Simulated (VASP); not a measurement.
Si2W (fluorite type): relaxation of cell and atoms with PBE

The system is Si2W (fluorite type).

```
W Si
1.0
     0.00000    2.73713    2.73713
     2.73713    0.00000    2.73713
     2.73713    2.73713    0.00000
W Si
1 2
Direct
  0.00000 0.00000 0.00000
  0.25000 0.25000 0.25000
  0.75000 0.75000 0.75000
```

| Quantity | Value |
| --- | --- |
| Program | VASP 6.6.1 |
| Task | relaxation of cell and atoms |
| Functional | PBE |
| Potentials or basis | VASP PAW PBE potentials, release 64 (W_sv, Si) |
| Cutoff | 600 eV |
| k mesh | 9 × 9 × 9 |
| Occupations | fermi-dirac, width 0.05 eV |
| Spin | no spin polarisation |
| Target pressure | 0.026 GPa |
| Dipole correction | no |
| Further INCAR settings | ALGO = Normal; EDIFF = 1e-06; IBRION = 2; EDIFFG = -0.005; NSW = 60; ISIF = 3 |

```json
{"Relaxed volume": "17.11 Å³/atom", "Relaxed cell": "a = 4.171 Å, b = 4.171 Å, c = 4.171 Å, α = 60.00°, β = 60.00°, γ = 60.00°", "Space group after relaxing (to 0.05 Å)": "Fm-3m (No. 225)", "Energy change on relaxing (the enthalpy is what falls)": "-420.4 meV/atom", "Ionic steps": "19", "Pressure after relaxing": "0.1 GPa", "Band gap on the k mesh": "zero (band 11 reaches 9.06 eV, above the bottom of band 12 at 7.52 eV)"}
```

The path:
```
step  energy change (eV)  largest force (eV/Å)  pressure (GPa)  volume (Å³)
   1              0.0000                0.0000           47.85        41.01
   2              0.5189                0.0000          -22.37        70.31
   3             -1.2582                0.0000           -1.57        51.95
   4             -1.2610                0.0000           -0.32        51.47
   5             -1.2611                0.0000            0.27        51.24
   6             -1.2611                0.0000            0.27        51.24
   7             -1.2611                0.0000            0.26        51.25
   8             -1.2611                0.0000            0.27        51.25
   9             -1.2611                0.0000            0.26        51.25
  10             -1.2611                0.0000            0.26        51.25
  11             -1.2611                0.0000            0.26        51.25
  12             -1.2611                0.0000            0.26        51.25
  13             -1.2611                0.0000            0.26        51.25
  14             -1.2611                0.0000            0.26        51.25
  15             -1.2611                0.0000            0.25        51.25
  16             -1.2611                0.0000            0.25        51.26
  17             -1.2611                0.0000            0.22        51.27
  18             -1.2611                0.0000            0.16        51.29
  19             -1.2612                0.0000            0.06        51.32
```

Final structure:
```cif
data_structure
_symmetry_space_group_name_H-M 'P 1'
_symmetry_Int_Tables_number 1
_cell_length_a 4.1714
_cell_length_b 4.1714
_cell_length_c 4.1714
_cell_angle_alpha 60.000
_cell_angle_beta 60.000
_cell_angle_gamma 60.000
_cell_volume 51.32
loop_
_atom_site_label
_atom_site_type_symbol
_atom_site_fract_x
_atom_site_fract_y
_atom_site_fract_z
_atom_site_occupancy
W1 W 0.00000 0.00000 0.00000 1
Si1 Si 0.25000 0.25000 0.25000 1
Si2 Si 0.75000 0.75000 0.75000 1
```

Levels at points of the mesh, in eV from the Fermi level:
```csv
k point,band 7,band 8,band 9,band 10,band 11,band 12,band 13,band 14,band 15
"(0.00, 0.00, 0.00)",-4.40,-4.40,-2.36,-0.90,-0.90,3.76,3.76,3.76,4.36
```

Wall time 2.2 min on 1 thread of Intel(R) Xeon(R) Platinum 8375C CPU @ 2.90GHz (Ice Lake) (shared host), peak memory 0.2 GiB.

Caveat: the cell is relaxed towards a set pressure, so the enthalpy falls and the energy may rise; the volume moved by over 15 % at a fixed basis, so the end points are rough; spin-orbit coupling is left out, which moves the levels of the heavy elements.
